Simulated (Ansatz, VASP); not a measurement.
**Two plane-wave programs on AlGa5As6**

```
Al Ga As
1.0
     6.73988    0.00000    0.00000
    -3.36994    5.83691    0.00000
     0.00000    0.00000    6.39518
Al Ga As
1 5 6
Direct
  0.00000 0.00000 0.00068
  0.66667 0.33333 0.00068
  0.33333 0.66667 0.00068
  0.33333 0.00000 0.50068
  0.00000 0.33333 0.50068
  0.66667 0.66667 0.50068
  0.00000 0.00000 0.37532
  0.66667 0.33333 0.37532
  0.33333 0.66667 0.37532
  0.33333 0.00000 0.87532
  0.00000 0.33333 0.87532
  0.66667 0.66667 0.87532
```

Alike in both runs: task single point; functional PBE; k mesh 3 × 3 × 4; occupations gaussian, width 0.1 eV; no spin polarisation.

|  | VASP | Ansatz |
| --- | --- | --- |
| version | VASP 6.6.1 | Ansatz 0.2.0 |
| potentials or method | VASP PAW PBE potentials, release 64 (Al, Ga_d, As), cutoff 500 eV | scalar-relativistic, plane waves, PAW |
| valence electrons in the cell | 98 | 158 |

```tsv
	VASP	Ansatz	Ansatz less VASP
gap on the k mesh at the Fermi level (eV)	0.99	0.99	+0.004
least direct gap on the mesh (eV)	0.99	0.99	+0.004
pressure (GPa)	10.1	9.9	-0.25
traceless stress, the component that is largest in VASP (GPa)	0.21	0.21	-0.006
rms of the force components (eV/Å)	0.035	0.035	-0.0006
```

Atom by atom the forces differ by 0.001 eV/Å (rms over components). VASP's potentials hold 98 valence electrons a cell and Ansatz's 158, so a difference there can come from the potentials and not from the codes.
